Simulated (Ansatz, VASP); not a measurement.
## One calculation of Lu, two programs

```
Lu
1.0
     3.22457    0.00000    0.00000
     0.00000    3.22457    0.00000
     0.00000    0.00000    3.22457
Lu
1
Direct
  0.00000 0.00000 0.00000
```

Alike in both runs: task single point; functional RPBE; k mesh 11 × 11 × 11; occupations fermi-dirac, width 0.1 eV; no spin polarisation.

```csv
,VASP,Ansatz
version,VASP 6.6.1,Ansatz 0.2.0
potentials or method,"VASP PAW PBE potentials, release 64 (Lu), cutoff 520 eV","plane waves (420 eV) with PAW, scalar-relativistic"
valence electrons in the cell,25,25
```

```tsv
	VASP	Ansatz	Ansatz less VASP
pressure (GPa)	1.1	1.1	-0.07
```

VASP's potentials were made for PBE, not for RPBE.

Neither program's run includes spin-orbit coupling.
